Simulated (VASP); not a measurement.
# BeSi (R-3m) in VASP: further runs

The runs below take BeSi through single point, relaxation of cell and atoms, with PBE.

Everything below comes from runs of VASP 6.6.1. Logs are shortened: lines on timing, memory, paths and dates and some standing lists are left out, and cuts for length are marked.

## Step 1: The cell of the first run

It takes space group R-3m (No. 166, trigonal). Conventional cell: a = 2.493 Å, b = 2.493 Å, c = 12.857 Å, α = 90.00°, β = 90.00°, γ = 120.00°. Be (site symmetry -3m) has 6 Be at 2.49 Å and 6 Si at 2.58 Å within 3.3 Å. Within 3.3 Å of Si (site symmetry -3m) lie 6 Si at 2.49 Å and 6 Be at 2.58 Å.

## Step 2: Single point, PBE

Contents of INCAR:

```
ALGO = Normal ; EDIFF = 1E-6
ENCUT = 520 ; GGA = PE
ISIF = 2 ; ISMEAR = 0
LASPH = T ; LCHARG = T
LELF = T ; LREAL = F
LVHAR = T ; LWAVE = F
NBANDS = 10 ; NELM = 80
PREC = Accurate ; SIGMA = 0.1
```

Contents of KPOINTS:

```
k-points
0
Gamma
  6 6 6
```

Contents of POSCAR:

```
BeSi
1.0
    1.2467259226      0.7197975470      4.2856827086
   -1.2467259226      0.7197975470      4.2856827086
    0.0000000000     -1.4395950941      4.2856827086
Be Si
1 1
Direct
    0.0000000000      0.0000000000      0.0000000000
    0.5000000000      0.5000000000      0.5000000000
```

Potentials or basis: VASP PAW PBE potentials, release 64 (Be, Si).

The run is started by

```console
$ cat potpaw_PBE.64/Be/POTCAR potpaw_PBE.64/Si/POTCAR > POTCAR
$ mpirun -np 1 vasp_std > vasp.out
```

OUTCAR:

```text
EDIFF = 1E-6
   ENCUT = 520
   GGA = PE
   ISIF = 2
   ISMEAR = 0
   LASPH = T
   LREAL = F
   NELM = 80
   PREC = Accurate

 ion  position               nearest neighbor table
   1  0.000  0.000  0.000-   2 2.58   2 2.58   2 2.58   2 2.58   2 2.58   2 2.58
   2  0.500  0.500  0.500-   1 2.58   1 2.58   1 2.58   1 2.58   1 2.58   1 2.58

  LATTYP: Found a trigonal (rhomboedric) cell.
 ALAT       =     4.5210076657
 COS(alpha) =     0.8479097099

  Lattice vectors:

 A1 = (   1.2467259226,   0.7197975470,   4.2856827086)
 A2 = (  -1.2467259226,   0.7197975470,   4.2856827086)
 A3 = (   0.0000000000,  -1.4395950941,   4.2856827086)

Analysis of symmetry for initial positions (statically):
=====================================================================
 Subroutine PRICEL returns:
 Original cell was already a primitive cell.

 Routine SETGRP: Setting up the symmetry group for a
 trigonal (rhombohedral) supercell.

 Subroutine GETGRP returns: Found 12 space group operations
 (whereof 12 operations were pure point group operations)
 out of a pool of 12 trial point group operations.

The static configuration has the point symmetry D_3d.

Analysis of symmetry for dynamics (positions and initial velocities):
=====================================================================
 Subroutine PRICEL returns:
 Original cell was already a primitive cell.

 Routine SETGRP: Setting up the symmetry group for a
 trigonal (rhombohedral) supercell.

 Subroutine GETGRP returns: Found 12 space group operations
 (whereof 12 operations were pure point group operations)
 out of a pool of 12 trial point group operations.

The dynamic configuration has the point symmetry D_3d.

 Subroutine INISYM returns: Found 12 space group operations
 (whereof 12 operations are pure point group operations),
 and found     1 'primitive' translations

----------------------------------------------------------------------------------------

                                     Primitive cell

  volume of cell :      23.0756

  direct lattice vectors                    reciprocal lattice vectors
     1.246725923  0.719797547  4.285682709     0.401050456  0.231546589  0.077778351
    -1.246725923  0.719797547  4.285682709    -0.401050456  0.231546589  0.077778351
     0.000000000 -1.439595094  4.285682709     0.000000000 -0.463093178  0.077778351

  length of vectors
     4.521007666  4.521007666  4.521007666     0.469579347  0.469579347  0.469579347

  position of ions in fractional coordinates (direct lattice)
     0.000000000  0.000000000  0.000000000
     0.500000000  0.500000000  0.500000000

  ion indices of the primitive-cell ions
   primitive index   ion index
                 1           1
                 2           2

----------------------------------------------------------------------------------------

 KPOINTS: k-points

Automatic generation of k-mesh.
 Grid dimensions read from file:
 generate k-points for:    6    6    6

 Generating k-lattice:

  Cartesian coordinates                     Fractional coordinates (reciprocal lattice)
     0.066841743  0.038591098  0.012963058     0.166666667 -0.000000000  0.000000000
    -0.066841743  0.038591098  0.012963058    -0.000000000  0.166666667  0.000000000
     0.000000000 -0.077182196  0.012963058    -0.000000000 -0.000000000  0.166666667

  Length of vectors
     0.078263224  0.078263224  0.078263224

  Shift w.r.t. Gamma in fractional coordinates (k-lattice)
     0.000000000  0.000000000  0.000000000

 Subroutine IBZKPT returns following result:
 ===========================================

 Found     32 irreducible k-points:

 Following reciprocal coordinates:
            Coordinates               Weight
  0.000000  0.000000  0.000000      1.000000
  0.166667  0.000000  0.000000      6.000000
  0.333333  0.000000 -0.000000      6.000000
  0.500000  0.000000  0.000000      3.000000
  0.166667  0.166667  0.000000      6.000000
  0.333333  0.166667 -0.000000     12.000000
[... 16 lines left out ...]
  0.500000  0.500000  0.166667      6.000000
 -0.333333  0.500000  0.166667     12.000000
 [... further k-points ...]
   k-points           NKPTS =     32   k-points in BZ     NKDIM =     32   number of bands    NBANDS=     10
   number of dos      NEDOS =    301   number of ions     NIONS =      2
   total plane-waves  NPLWV =  46656
   dimension x,y,z NGX =    36 NGY =   36 NGZ =   36
   dimension x,y,z NGXF=    72 NGYF=   72 NGZF=   72
   ions per type =               1   1
   NGX,Y,Z   is equivalent  to a cutoff of  13.24, 13.24, 13.24 a.u.
   NGXF,Y,Z  is equivalent  to a cutoff of  26.48, 26.48, 26.48 a.u.
 SYSTEM =  unknown system
   PREC   = accura    normal or accurate (medium, high low for compatibility)
   ISTART =      0    job   : 0-new  1-cont  2-samecut
   ICHARG =      2    charge: 1-file 2-atom 10-const
   ISPIN  =      1    spin polarized calculation?
   LNONCOLLINEAR =      F non collinear calculations
   LSORBIT =      F    spin-orbit coupling
   LASPH  =      T    aspherical Exc in radial PAW
   ENCUT  =  520.0 eV  38.22 Ry    6.18 a.u.   8.41  8.41  8.41*2*pi/ulx,y,z
   NELM   =     80;   NELMIN=  2; NELMDL= -5     # of ELM steps
   EDIFF  = 0.1E-05   stopping-criterion for ELM
   LREAL  =      F    real-space projection
   EDIFFG = 0.1E-04   stopping-criterion for IOM
   NSW    =      0    number of steps for IOM
   IBRION =     -1    ionic relax: 0-MD 1-quasi-New 2-CG
   NFREE  =      0    steps in history (QN), initial steepest desc. (CG)
   ISIF   =      2    stress and relaxation
   ISYM   =      2    0-nonsym 1-usesym 2-fastsym
   POTIM  = 0.5000    time-step for ionic-motion
   TEBEG  =    0.0;   TEEND  =   0.0 temperature during run
   PSTRESS=    0.0 pullay stress
   NELECT =       6.0000    total number of electrons
   NUPDOWN=      -1.0000    fix difference up-down
   EMIN   =  10.00;   EMAX   =-10.00  energy-range for DOS
   EFERMI =   0.00;   METHOD = LEGACY
   ISMEAR =     0;   SIGMA  =   0.10  broadening in eV -4-tet -1-fermi 0-gaus
   EFERMI_NEDOS =   21; number of points for ismear=-14 and -15
   IALGO  =     38    algorithm
   IMIX   =      4    mixing-type and parameters
     AMIX     =   0.40;   BMIX     =  1.00
     AMIX_MAG =   1.60;   BMIX_MAG =  1.00
  volume/ion in A,a.u.               =      11.54        77.86
  Fermi-wavevector in a.u.,A,eV,Ry     =   1.044899  1.974573 14.855034  1.091814
  Thomas-Fermi vector in A             =   2.179672
   LORBIT       =      0    0 simple, 1 ext, 2 COOP (PROOUT), +10 PAW based schemes
   GGA     = PE    functional components
   LHFCALC =     F    Hartree Fock is set to
   AEXX    =    0.0000 exact exchange contribution
   IVDW    =     0    specifies the selected vdW correction
   LEPSILON=     F    determine dielectric tensor
   LRPA    =     F    only Hartree local field effects (RPA)
 non-spin polarized calculation
 Gauss-broadening in eV      SIGMA  =   0.10
  energy-cutoff  :      520.00
  volume of cell :       23.08
 maximum number of plane-waves:       645
 NGX is ok and might be reduce to    36
   NGX = 17   NGY = 17   NGZ = 17

 number of electron       6.0000000 magnetization

 Free energy of the ion-electron system (eV)
  ---------------------------------------------------
  ext. energy  EPLUGINS =         0.00000000
  ---------------------------------------------------
  free energy    TOTEN  =        -8.37227823 eV

  energy without entropy =       -8.36714528  energy(sigma->0) =       -8.36971176

 E-fermi :   9.1995     XC(G=0): -10.8327

 val. band max:        8.9017305040   @ k =   0.3333   0.3333   0.3333
 cond. band min:       9.2162166748   @ k =  -0.3333   0.1667   0.0000
 fundamental gap:      0.3144861709
 Fermi energy:         9.1995440556

 k-point     1 :       0.0000    0.0000    0.0000
  band No.  band energies     occupation
      1      -5.3036      2.00000
      2       2.4612      2.00000
      3       4.5246      2.00000
      4      21.5248      0.00000
      5      21.5248      0.00000
      6      21.9245      0.00000
      7      22.7516      0.00000
      8      22.7516      0.00000
      9      23.9123      0.00000
     10      23.9267      0.00000

 k-point     2 :       0.1667    0.0000    0.0000
  band No.  band energies     occupation
      1      -4.4487      2.00000
      2       3.0605      2.00000
      3       5.4255      2.00000
      4      15.3655      0.00000
      5      18.9330      0.00000
      6      18.9411      0.00000
      7      20.8679      0.00000
      8      21.3266      0.00000
      9      22.3690      0.00000
     10      24.6215      0.00000

 k-point     3 :       0.3333    0.0000   -0.0000
  band No.  band energies     occupation
      1      -1.9101      2.00000
      2       4.9081      2.00000
      3       7.0154      2.00000
      4       9.4186      0.00195
      5      13.3208      0.00000
      6      16.9866      0.00000
      7      18.4731      0.00000
      8      19.1417      0.00000
      9      19.2870      0.00000
     10      23.8861      0.00000

 k-point     4 :       0.5000    0.0000    0.0000
  band No.  band energies     occupation
      1       2.1779      2.00000
      2       2.2503      2.00000
      3       7.6855      2.00000
      4       8.8212      2.00000
      5      12.1425      0.00000
      6      14.6444      0.00000
      7      16.3669      0.00000
      8      17.5806      0.00000
      9      18.4786      0.00000
     10      24.0558      0.00000

 k-point     5 :       0.1667    0.1667    0.0000
  band No.  band energies     occupation
      1      -4.4123      2.00000
      2       2.5709      2.00000
      3       6.0782      2.00000
      4      15.6102      0.00000
      5      18.3460      0.00000
      6      18.3947      0.00000
      7      20.4188      0.00000
      8      21.9988      0.00000
      9      22.0500      0.00000
     10      26.7560      0.00000

 k-point     6 :       0.3333    0.1667   -0.0000
  band No.  band energies     occupation
      1      -2.6775      2.00000
      2       3.5699      2.00000
      3       8.0743      2.00000
      4      11.9299      0.00000
      5      12.9370      0.00000
      6      15.4715      0.00000
      7      17.3203      0.00000
      8      21.0041      0.00000
      9      23.0633      0.00000
     10      25.8059      0.00000
[... 183 lines left out ...]
 k-point    21 :      -0.3333    0.3333    0.1667
  band No.  band energies     occupation
      1       0.9955      2.00000
      2       4.5980      2.00000
      3       5.6983      2.00000
      4      10.3844      0.00000
      5      12.8202      0.00000
      6      14.0521      0.00000
      7      14.9778      0.00000
      8      15.8453      0.00000
      9      20.8367      0.00000
     10      22.9647      0.00000

 k-point    22 :      -0.1667    0.3333    0.1667
  band No.  band energies     occupation
      1       0.5507      2.00000
      2       5.6781      2.00000
      3       7.2749      2.00000
      4       9.3152      0.10191
      5       9.9287      0.00000
      6      11.9193      0.00000
      7      15.7001      0.00000
      8      19.2751      0.00000
      9      23.2106      0.00000
     10      23.3574      0.00000

 k-point    23 :       0.5000    0.5000    0.1667
  band No.  band energies     occupation
      1      -1.4895      2.00000
      2       2.6494      2.00000
      3       8.1813      2.00000
      4      12.4314      0.00000
      5      13.1799      0.00000
      6      15.9412      0.00000
      7      17.4001      0.00000
      8      18.5633      0.00000
      9      21.2051      0.00000
     10      21.8916      0.00000

 k-point    24 :      -0.3333    0.5000    0.1667
  band No.  band energies     occupation
      1       1.0588      2.00000
      2       4.5404      2.00000
      3       5.7366      2.00000
      4      10.0299      0.00000
      5      11.4927      0.00000
      6      14.9075      0.00000
      7      16.5908      0.00000
      8      17.4331      0.00000
      9      19.2733      0.00000
     10      21.5970      0.00000

 [... further k-points ...]

------------------------ aborting loop because EDIFF is reached ----------------------------------------

  FORCE on cell =-STRESS in cart. coord.  units (eV):
  Direction    XX          YY          ZZ          XY          YZ          ZX
  --------------------------------------------------------------------------------------
  -------------------------------------------------------------------------------------
  Total        0.0136654      0.0136654     -0.0444164      0.0000000      0.0000000      0.0000000
  in kB        0.9488138      0.9488138     -3.0839058      0.0000000      0.0000000      0.0000000
  external PRESSURE =      -0.3954261 kB  Pullay stress =       0.0000000 kB

 VOLUME and BASIS-vectors are now :
 -----------------------------------------------------------------------------
  energy-cutoff  :      520.00
  volume of cell :       23.08
      direct lattice vectors                 reciprocal lattice vectors
     1.246725923  0.719797547  4.285682709     0.401050456  0.231546589  0.077778351
    -1.246725923  0.719797547  4.285682709    -0.401050456  0.231546589  0.077778351
     0.000000000 -1.439595094  4.285682709     0.000000000 -0.463093178  0.077778351

 POSITION                                       TOTAL-FORCE (eV/Angst)
 -----------------------------------------------------------------------------------
      0.00000      0.00000      0.00000         0.000000      0.000000     -0.000000
      0.00000     -0.00000      6.42852         0.000000     -0.000000      0.000000
 -----------------------------------------------------------------------------------
    total drift:                               -0.000000     -0.000000      0.000000

  FREE ENERGIE OF THE ION-ELECTRON SYSTEM (eV)
  ---------------------------------------------------
  free  energy   TOTEN  =        -8.3722782317 eV

  energy  without entropy=       -8.3671452825  energy(sigma->0) =       -8.36971176
```

Run time: 35 s. Hardware: 1 thread of Oxide Virtual Turin-like, shared host; peak memory 0.15 GiB.

Results:

- Free energy: -8.3723 eV
- Pressure: 0.0 GPa
- Band gap on the k mesh: zero (bands 3 and 4 overlap by 3.65 eV)

Caveat: the k points lie up to 0.49 Å⁻¹ apart, too coarse for converged energies and pressures of a metal.

## Step 3: Relaxation of cell and atoms, PBE

This run uses another cell than the first one, of 10.90 Å³/atom.

Contents of INCAR:

```
PREC     = Accurate       # precision mode
ENCUT    = 600            # plane-wave cutoff, eV
EDIFF    = 1E-7           # SCF threshold, eV
ISMEAR   = 0              # smearing method
SIGMA    = 0.1            # smearing width, eV
LREAL    = False          # projectors in reciprocal space
LASPH    = True           # aspherical terms in the spheres
NELM     = 60             # most SCF steps
ALGO     = Normal         # electronic algorithm
ISIF     = 3              # what is computed and relaxed
LWAVE    = False          # write WAVECAR
LCHARG   = False          # write CHGCAR
GGA      = PE             # functional
IBRION   = 2              # ionic algorithm
NSW      = 90             # ionic steps
EDIFFG   = -0.04          # ionic threshold
```

Contents of KPOINTS:

```
regular mesh
0
Gamma
  6 6 6
```

Contents of POSCAR:

```
BeSi
1.0
    1.2547670030      0.7244400669      3.9966652687
   -1.2547670030      0.7244400669      3.9966652687
    0.0000000000     -1.4488801339      3.9966652687
Be Si
1 1
Direct
    0.0000000000      0.0000000000      0.0000000000
    0.5000000000      0.5000000000      0.5000000000
```

Potentials or basis: VASP PAW PBE potentials, release 64 (Be, Si).

The run is started by

```console
$ cat potpaw_PBE.64/Be/POTCAR potpaw_PBE.64/Si/POTCAR > POTCAR
$ mpirun -np 1 vasp_std > vasp.out
```

Wall time 2.1 min (1 thread of Oxide Virtual Turin-like, shared host); peak memory 0.17 GiB.

Results (log left out):

* Free energy: -8.3723 eV
* Relaxed volume: 11.50 Å³/atom
* Relaxed cell: a = 4.508 Å, b = 4.508 Å, c = 4.508 Å, α = 32.10°, β = 32.10°, γ = 32.10°
* Space group after relaxing (to 0.1 Å): R-3m (No. 166)
* Energy gained by relaxing: 24.1 meV/atom
* Ionic steps: 7
* Pressure after relaxing: 0.2 GPa
* Band gap on the k mesh: zero (bands 3 and 4 overlap by 3.73 eV)

Stress tensor (GPa, compression positive):
```
0.09 0.00 0.00
0.00 0.09 0.00
0.00 0.00 0.51
```

Step by step:
| step | energy change (eV) | largest force (eV/Å) | pressure (GPa) | volume (Å³) |
| --- | --- | --- | --- | --- |
| 1 | 0.0000 | 0.0000 | 5.03 | 21.80 |
| 2 | -0.0272 | 0.0000 | -0.58 | 22.89 |
| 3 | -0.0277 | 0.0000 | -1.28 | 23.06 |
| 4 | -0.0277 | 0.0000 | -2.56 | 23.40 |
| 5 | -0.0467 | 0.0000 | -1.46 | 23.40 |
| 6 | -0.0467 | 0.0000 | -1.51 | 23.40 |
| 7 | -0.0483 | 0.0000 | 0.23 | 23.00 |

Final structure:
```yaml
crystal:
  lattice:
    - [1.24664, 0.71975, 4.27238]
    - [-1.24664, 0.71975, 4.27238]
    - [0.00000, -1.43950, 4.27238]
  atoms:
    - { symbol: Be, position: [0.00000, 0.00000, 0.00000] }
    - { symbol: Si, position: [0.50000, 0.50000, 0.50000] }
```

Levels at points of the mesh, in eV from the Fermi level:
```tsv
k point	band 1	band 2	band 3	band 4	band 5	band 6	band 7
(0.00, 0.00, 0.00)	-14.53	-6.74	-4.65	12.30	12.30	12.84	13.54
(0.50, 0.00, 0.00)	-7.04	-6.98	-1.52	-0.39	2.97	5.48	7.16
(0.50, 0.50, 0.00)	-7.11	-6.09	-3.81	-0.50	4.94	5.95	7.02
(0.50, 0.50, 0.50)	-14.04	-9.73	2.25	3.92	11.91	11.91	13.29
```

Caveat: the k points lie up to 0.49 Å⁻¹ apart in the final cell, too coarse for converged energies and pressures of a metal.
